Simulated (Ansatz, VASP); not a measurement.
WS2 in VASP and in Ansatz

```xyz
6
Lattice="3.1822 0.0000 0.0000 -1.5911 2.7559 0.0000 0.0000 0.0000 13.0630" Properties=species:S:1:pos:R:3 pbc="T T T"
W     0.0000    1.8372    3.2657
W     1.5911    0.9186    9.7972
S     0.0000    1.8372    8.2375
S     1.5911    0.9186    1.7060
S     0.0000    1.8372   11.3570
S     1.5911    0.9186    4.8255
```

Alike in both runs: functional r2SCAN; k mesh 12 × 12 × 2; occupations fermi-dirac, width 0.02 eV; no spin polarisation.

Ansatz relaxed the structure, and its values are those at the end. VASP's run is a single point on that final structure, the one shown.

```csv
,VASP,Ansatz
version,VASP 6.6.1,Ansatz 0.2.0
potentials or method,"VASP PAW PBE potentials, release 64 (W_sv, S), cutoff 550 eV",PAW plane waves
valence electrons in the cell,52,52
```

Ansatz gave:

| Property | Result |
| --- | --- |
| gap on the k mesh at the Fermi level (eV) | 1.37 |
| pressure (GPa) | 0.0 |
| rms of the force components (eV/Å) | 0.002 |

What did VASP give for the same quantities?

gap on the k mesh at the Fermi level (eV): 1.38; pressure (GPa): 0.1; rms of the force components (eV/Å): 0.005.

VASP's potentials were made for PBE, not for r2SCAN. Ansatz's warnings: stress scf threshold loose.

Spin-orbit coupling is off throughout.
